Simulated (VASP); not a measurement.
# HgTe (rocksalt type) (Fm-3m) in VASP: further runs

The runs below take HgTe (rocksalt type) through single point, with PBE.

All numbers are computed with VASP 6.6.1; they aren't measurements. Logs are shortened: lines on timing, memory, paths and dates and some standing lists are left out, and cuts for length are marked.

## Step 1: The cell of the first run

It takes space group Fm-3m (No. 225, cubic). The conventional cell has a = 5.888 Å, b = 5.888 Å, c = 5.888 Å, α = 90.00°, β = 90.00°, γ = 90.00°. Hg (site symmetry m-3m) has 6 Te at 2.94 Å within 3.9 Å. Te (site symmetry m-3m) has 6 Hg at 2.94 Å within 3.9 Å.

## Step 2: Single point, PBE (25.52 Å³/atom)

Contents of POSCAR:

```
HgTe
1.0
    0.0000000000      2.9440705050      2.9440705050
    2.9440705050      0.0000000000      2.9440705050
    2.9440705050      2.9440705050      0.0000000000
Hg Te
1 1
Direct
    0.0000000000      0.0000000000      0.0000000000
    0.5000000000      0.5000000000      0.5000000000
```

Contents of INCAR.step1:

```
SYSTEM = HgTe
ALGO     = Normal         ! electronic algorithm
EDIFF    = 1E-6           ! SCF threshold, eV
ENCUT    = 520            ! plane-wave cutoff, eV
GGA      = PE             ! functional
ISIF     = 2              ! what is computed and relaxed
ISMEAR   = -1             ! smearing method
LASPH    = .True.         ! aspherical terms in the spheres
LCHARG   = .True.         ! write CHGCAR
LREAL    = .False.        ! projectors in reciprocal space
LWAVE    = .False.        ! write WAVECAR
NBANDS   = 16             ! bands
NELM     = 60             ! most SCF steps
PREC     = Accurate       ! precision mode
SIGMA    = 0.1            ! smearing width, eV
```

Contents of KPOINTS.step1:

```
k-points
0
Gamma
  12 12 12
  0 0 0
```

Contents of INCAR.step2:

```
SYSTEM = HgTe
ALGO     = Normal         ! electronic algorithm
EDIFF    = 1E-6           ! SCF threshold, eV
ENCUT    = 520            ! plane-wave cutoff, eV
GGA      = PE             ! functional
ICHARG   = 11             ! starting density
ISIF     = 2              ! what is computed and relaxed
ISMEAR   = -5             ! smearing method
LASPH    = .True.         ! aspherical terms in the spheres
LCHARG   = .False.        ! write CHGCAR
LORBIT   = 11             ! projections on sites
LREAL    = .False.        ! projectors in reciprocal space
LWAVE    = .False.        ! write WAVECAR
NBANDS   = 16             ! bands
NEDOS    = 2001           ! points of the DOS
NELM     = 60             ! most SCF steps
PREC     = Accurate       ! precision mode
SIGMA    = 0.1            ! smearing width, eV
```

Contents of KPOINTS.step2:

```
k-points
0
Gamma
  18 18 18
  0 0 0
```

Potentials or basis: VASP PAW PBE potentials, release 64 (Hg, Te).

The run is started by

```console
cat potpaw_PBE.64/Hg/POTCAR potpaw_PBE.64/Te/POTCAR > POTCAR
cp INCAR.step1 INCAR
cp KPOINTS.step1 KPOINTS
mpirun -np 1 vasp_std > vasp.out
cp INCAR.step2 INCAR
cp KPOINTS.step2 KPOINTS
mpirun -np 1 vasp_std > vasp.out
```

OUTCAR:

```text
SYSTEM = HgTe
   EDIFF = 1E-6
   ENCUT = 520
   GGA = PE
   ICHARG = 11
   ISIF = 2
   ISMEAR = -5
   LASPH = .True.
   LORBIT = 11
   LREAL = .False.
   NELM = 60
   PREC = Accurate

 ion  position               nearest neighbor table
   1  0.000  0.000  0.000-   2 2.94   2 2.94   2 2.94   2 2.94   2 2.94   2 2.94
   2  0.500  0.500  0.500-   1 2.94   1 2.94   1 2.94   1 2.94   1 2.94   1 2.94

  LATTYP: Found a face centered cubic cell.
 ALAT       =     5.8881410100

  Lattice vectors:

 A1 = (   0.0000000000,   2.9440705050,   2.9440705050)
 A2 = (   2.9440705050,   0.0000000000,   2.9440705050)
 A3 = (   2.9440705050,   2.9440705050,   0.0000000000)

Analysis of symmetry for initial positions (statically):
=====================================================================
 Subroutine PRICEL returns:
 Original cell was already a primitive cell.

 Routine SETGRP: Setting up the symmetry group for a
 face centered cubic supercell.

 Subroutine GETGRP returns: Found 48 space group operations
 (whereof 48 operations were pure point group operations)
 out of a pool of 48 trial point group operations.

The static configuration has the point symmetry O_h .

Analysis of symmetry for dynamics (positions and initial velocities):
=====================================================================
 Subroutine PRICEL returns:
 Original cell was already a primitive cell.

 Routine SETGRP: Setting up the symmetry group for a
 face centered cubic supercell.

 Subroutine GETGRP returns: Found 48 space group operations
 (whereof 48 operations were pure point group operations)
 out of a pool of 48 trial point group operations.

The dynamic configuration has the point symmetry O_h .

 Subroutine INISYM returns: Found 48 space group operations
 (whereof 48 operations are pure point group operations),
 and found     1 'primitive' translations

----------------------------------------------------------------------------------------

                                     Primitive cell

  volume of cell :      51.0358

  direct lattice vectors                    reciprocal lattice vectors
     0.000000000  2.944070505  2.944070505    -0.169832889  0.169832889  0.169832889
     2.944070505  0.000000000  2.944070505     0.169832889 -0.169832889  0.169832889
     2.944070505  2.944070505  0.000000000     0.169832889  0.169832889 -0.169832889

  length of vectors
     4.163544437  4.163544437  4.163544437     0.294159193  0.294159193  0.294159193

  position of ions in fractional coordinates (direct lattice)
     0.000000000  0.000000000  0.000000000
     0.500000000  0.500000000  0.500000000

  ion indices of the primitive-cell ions
   primitive index   ion index
                 1           1
                 2           2

----------------------------------------------------------------------------------------

 KPOINTS: k-points

Automatic generation of k-mesh.
 Grid dimensions read from file:
 generate k-points for:   18   18   18

 Generating k-lattice:

  Cartesian coordinates                     Fractional coordinates (reciprocal lattice)
    -0.009435161  0.009435161  0.009435161     0.055555556  0.000000000  0.000000000
     0.009435161 -0.009435161  0.009435161     0.000000000  0.055555556  0.000000000
     0.009435161  0.009435161 -0.009435161     0.000000000  0.000000000  0.055555556

  Length of vectors
     0.016342177  0.016342177  0.016342177

  Shift w.r.t. Gamma in fractional coordinates (k-lattice)
     0.000000000  0.000000000  0.000000000

 TETIRR: Found    806 inequivalent tetrahedra from    34992

 Subroutine IBZKPT returns following result:
 ===========================================

 Found    195 irreducible k-points:

 Following reciprocal coordinates:
            Coordinates               Weight
  0.000000  0.000000  0.000000      1.000000
  0.055556  0.000000  0.000000      8.000000
  0.111111  0.000000  0.000000      8.000000
  0.166667  0.000000  0.000000      8.000000
  0.222222  0.000000  0.000000      8.000000
  0.277778  0.000000  0.000000      8.000000
[... 16 lines left out ...]
 -0.277778  0.055556  0.000000     24.000000
 -0.222222  0.055556  0.000000     24.000000
 [... further k-points ...]
   k-points           NKPTS =    195   k-points in BZ     NKDIM =    195   number of bands    NBANDS=     16
   number of dos      NEDOS =   2001   number of ions     NIONS =      2
   total plane-waves  NPLWV =  32768
   dimension x,y,z NGX =    32 NGY =   32 NGZ =   32
   dimension x,y,z NGXF=    64 NGYF=   64 NGZF=   64
   ions per type =               1   1
   NGX,Y,Z   is equivalent  to a cutoff of  12.78, 12.78, 12.78 a.u.
   NGXF,Y,Z  is equivalent  to a cutoff of  25.55, 25.55, 25.55 a.u.
 SYSTEM =  HgTe
   PREC   = accura    normal or accurate (medium, high low for compatibility)
   ISTART =      0    job   : 0-new  1-cont  2-samecut
   ICHARG =     11    charge: 1-file 2-atom 10-const
   ISPIN  =      1    spin polarized calculation?
   LNONCOLLINEAR =      F non collinear calculations
   LSORBIT =      F    spin-orbit coupling
   LASPH  =      T    aspherical Exc in radial PAW
   ENCUT  =  520.0 eV  38.22 Ry    6.18 a.u.   7.74  7.74  7.74*2*pi/ulx,y,z
   NELM   =     60;   NELMIN=  2; NELMDL=  0     # of ELM steps
   EDIFF  = 0.1E-05   stopping-criterion for ELM
   LREAL  =      F    real-space projection
   EDIFFG = 0.1E-04   stopping-criterion for IOM
   NSW    =      0    number of steps for IOM
   IBRION =     -1    ionic relax: 0-MD 1-quasi-New 2-CG
   NFREE  =      0    steps in history (QN), initial steepest desc. (CG)
   ISIF   =      2    stress and relaxation
   ISYM   =      2    0-nonsym 1-usesym 2-fastsym
   POTIM  = 0.5000    time-step for ionic-motion
   TEBEG  =    0.0;   TEEND  =   0.0 temperature during run
   PSTRESS=    0.0 pullay stress
   NELECT =      18.0000    total number of electrons
   NUPDOWN=      -1.0000    fix difference up-down
   EMIN   =  10.00;   EMAX   =-10.00  energy-range for DOS
   EFERMI =   0.00;   METHOD = LEGACY
   ISMEAR =    -5;   SIGMA  =   0.10  broadening in eV -4-tet -1-fermi 0-gaus
   EFERMI_NEDOS =   21; number of points for ismear=-14 and -15
   IALGO  =     38    algorithm
   IMIX   =      4    mixing-type and parameters
     AMIX     =   0.40;   BMIX     =  1.00
     AMIX_MAG =   1.60;   BMIX_MAG =  1.00
  volume/ion in A,a.u.               =      25.52       172.20
  Fermi-wavevector in a.u.,A,eV,Ry     =   1.156665  2.185779 18.202869  1.337873
  Thomas-Fermi vector in A             =   2.293283
   LORBIT       =     11    0 simple, 1 ext, 2 COOP (PROOUT), +10 PAW based schemes
   GGA     = PE    functional components
   LHFCALC =     F    Hartree Fock is set to
   AEXX    =    0.0000 exact exchange contribution
   IVDW    =     0    specifies the selected vdW correction
   LEPSILON=     F    determine dielectric tensor
   LRPA    =     F    only Hartree local field effects (RPA)
 non-spin polarized calculation
 Fermi weights with tetrahedron method with Bloechl corrections
  energy-cutoff  :      520.00
  volume of cell :       51.04
 maximum number of plane-waves:      1390

 number of electron      17.9999999 magnetization

 Free energy of the ion-electron system (eV)
  ---------------------------------------------------
  ext. energy  EPLUGINS =         0.00000000
  ---------------------------------------------------
  free energy    TOTEN  =        -3.18272768 eV

  energy without entropy =       -3.18272768  energy(sigma->0) =       -3.18272768

 E-fermi :   5.6514     XC(G=0): -10.3905

 val. band max:        5.7340238065   @ k =   0.5000   0.0556   0.0000
 cond. band min:       5.6451093540   @ k =   0.3333   0.0556   0.0000
 fundamental gap:     -0.0889144525
 Fermi energy:         5.6514116605

 k-point     1 :       0.0000    0.0000    0.0000
  band No.  band energies     occupation
      1      -7.1877      2.00000
      2      -1.4932      2.00000
      3      -1.4932      2.00000
      4      -1.4298      2.00000
      5      -1.4298      2.00000
      6      -1.4298      2.00000
[... 8 lines left out ...]
     15      13.6737      0.00000
     16      13.6737      0.00000

 k-point     2 :       0.0556    0.0000    0.0000
  band No.  band energies     occupation
      1      -7.1552      2.00000
      2      -1.5064      2.00000
      3      -1.5064      2.00000
      4      -1.4348      2.00000
      5      -1.4253      2.00000
      6      -1.4253      2.00000
[... 8 lines left out ...]
     15      13.6864      0.00000
     16      13.6864      0.00000

 k-point     3 :       0.1111    0.0000    0.0000
  band No.  band energies     occupation
      1      -7.0587      2.00000
      2      -1.5473      2.00000
      3      -1.5473      2.00000
      4      -1.4510      2.00000
      5      -1.4086      2.00000
      6      -1.4086      2.00000
[... 8 lines left out ...]
     15      13.8182      0.00000
     16      13.8182      0.00000

 k-point     4 :       0.1667    0.0000    0.0000
  band No.  band energies     occupation
      1      -6.9016      2.00000
      2      -1.6109      2.00000
      3      -1.6109      2.00000
      4      -1.4821      2.00000
      5      -1.3800      2.00000
      6      -1.3800      2.00000
[... 8 lines left out ...]
     15      14.0667      0.00000
     16      14.0667      0.00000
[... 324 lines left out ...]
 k-point    22 :      -0.3333    0.0556    0.0000
  band No.  band energies     occupation
      1      -6.0600      2.00000
      2      -1.9022      2.00000
      3      -1.8797      2.00000
      4      -1.7347      2.00000
      5      -1.2650      2.00000
      6      -1.2398      2.00000
[... 8 lines left out ...]
     15      15.1794      0.00000
     16      16.2977      0.00000

 k-point    23 :      -0.2778    0.0556    0.0000
  band No.  band energies     occupation
      1      -6.3300      2.00000
      2      -1.8214      2.00000
      3      -1.7979      2.00000
      4      -1.6250      2.00000
      5      -1.3025      2.00000
      6      -1.2735      2.00000
[... 8 lines left out ...]
     15      14.6338      0.00000
     16      15.7069      0.00000

 k-point    24 :      -0.2222    0.0556    0.0000
  band No.  band energies     occupation
      1      -6.5885      2.00000
      2      -1.7503      2.00000
      3      -1.7050      2.00000
      4      -1.5433      2.00000
      5      -1.3412      2.00000
      6      -1.3128      2.00000
[... 8 lines left out ...]
     15      14.1769      0.00000
     16      15.1814      0.00000

 [... further k-points ...]

------------------------ aborting loop because EDIFF is reached ----------------------------------------

  FORCE on cell =-STRESS in cart. coord.  units (eV):
  Direction    XX          YY          ZZ          XY          YZ          ZX
  --------------------------------------------------------------------------------------
  -------------------------------------------------------------------------------------
  Total        2.6726690      2.6726690      2.6726690     -0.0000000     -0.0000000      0.0000000
  in kB       83.9037072     83.9037072     83.9037072     -0.0000000     -0.0000000      0.0000000
  external PRESSURE =      83.9037072 kB  Pullay stress =       0.0000000 kB

 VOLUME and BASIS-vectors are now :
 -----------------------------------------------------------------------------
  energy-cutoff  :      520.00
  volume of cell :       51.04
      direct lattice vectors                 reciprocal lattice vectors
     0.000000000  2.944070505  2.944070505    -0.169832889  0.169832889  0.169832889
     2.944070505  0.000000000  2.944070505     0.169832889 -0.169832889  0.169832889
     2.944070505  2.944070505  0.000000000     0.169832889  0.169832889 -0.169832889

 POSITION                                       TOTAL-FORCE (eV/Angst)
 -----------------------------------------------------------------------------------
      0.00000      0.00000      0.00000        -0.000000      0.000000      0.000000
      2.94407      2.94407      2.94407         0.000000      0.000000     -0.000000
 -----------------------------------------------------------------------------------
    total drift:                                0.000000     -0.000000     -0.000000

  FREE ENERGIE OF THE ION-ELECTRON SYSTEM (eV)
  ---------------------------------------------------
  free  energy   TOTEN  =        -3.1827276791 eV

  energy  without entropy=       -3.1827276791  energy(sigma->0) =       -3.18272768

 total charge

# of ion       s       p       d       tot
------------------------------------------
    1        0.788   0.386   9.340  10.514
    2        1.400   1.920   0.047   3.367
--------------------------------------------------
tot          2.188   2.306   9.386  13.881
```

Run time: 52 s. Hardware: 1 thread of Intel Xeon 6975P-C (Granite Rapids), shared host; peak memory 0.29 GiB.

What came out:

```yaml
Valence_electrons_inside_the_program's_atomic_spheres: Hg 10.51; Te 3.37
```

Levels at points of the mesh, in eV from the Fermi level:
```csv
k point,band 5,band 6,band 7,band 8,band 9,band 10,band 11,band 12,band 13,band 14
"(0.00, 0.00, 0.00)",-7.08,-7.08,-0.87,-0.87,-0.87,-0.48,7.70,7.70,7.70,7.98
"(0.50, 0.00, 0.00)",-6.86,-6.86,-5.96,0.39,0.39,2.51,3.80,3.80,4.23,10.77
"(0.50, 0.50, 0.00)",-6.76,-5.96,-5.00,-2.90,-2.71,-2.71,4.69,9.76,9.76,10.40
```

Caveat: spin-orbit coupling is left out, which moves the levels of the heavy elements; tetrahedron occupations give inexact forces and stress in metals.

## Step 3: Single point, PBE

This run uses another cell than the first one, of 29.00 Å³/atom.

Contents of POSCAR:

```
HgTe
1.0
    0.0000000000      3.0722318152      3.0722318152
    3.0722318152      0.0000000000      3.0722318152
    3.0722318152      3.0722318152      0.0000000000
Hg Te
1 1
Direct
    0.0000000000      0.0000000000      0.0000000000
    0.5000000000      0.5000000000      0.5000000000
```

Contents of INCAR.step1:

```
ALGO = Normal
EDIFF = 1E-6
ENCUT = 520
GGA = PE
ISIF = 2
ISMEAR = -1
LASPH = True
LCHARG = True
LREAL = False
LWAVE = False
NBANDS = 16
NELM = 80
PREC = Accurate
SIGMA = 0.1
```

Contents of KPOINTS.step1:

```
k-points
0
Gamma
  12 12 12
```

Contents of INCAR.step2:

```
ALGO = Normal
EDIFF = 1E-6
ENCUT = 520
GGA = PE
ICHARG = 11
ISIF = 2
ISMEAR = -5
LASPH = True
LCHARG = False
LORBIT = 11
LREAL = False
LWAVE = False
NEDOS = 1001
NELM = 80
PREC = Accurate
SIGMA = 0.1
```

Contents of KPOINTS.step2:

```
k-points
0
Gamma
  18 18 18
```

Potentials or basis: VASP PAW PBE potentials, release 64 (Hg, Te).

The run is started by

```console
cat potpaw_PBE.64/Hg/POTCAR potpaw_PBE.64/Te/POTCAR > POTCAR
cp INCAR.step1 INCAR
cp KPOINTS.step1 KPOINTS
mpirun -np 1 vasp_std > vasp.out
cp INCAR.step2 INCAR
cp KPOINTS.step2 KPOINTS
mpirun -np 1 vasp_std > vasp.out
```

Run time: 52 s. Hardware: 1 thread of Intel Xeon 6975P-C (Granite Rapids), shared host; peak memory 0.3 GiB.

The run converged. Its results:

| Quantity | Value |
| --- | --- |
| Valence electrons inside the program's atomic spheres | Hg 10.41; Te 3.31 |

Levels at points of the mesh, in eV from the Fermi level:
```
           k point  band 5  band 6  band 7  band 8  band 9  band 10  band 11  band 12  band 13
(0.00, 0.00, 0.00)   -6.55   -6.55   -1.03   -0.65   -0.65    -0.65     7.64     7.64     7.65
(0.50, 0.00, 0.00)   -6.39   -6.39   -5.40    0.27    0.27     2.68     3.59     4.01     4.01
(0.50, 0.50, 0.00)   -6.32   -5.78   -4.09   -2.69   -2.16    -2.16     4.90     9.05     9.06
```

Caveat: spin-orbit coupling is left out, which moves the levels of the heavy elements; tetrahedron occupations give inexact forces and stress in metals.
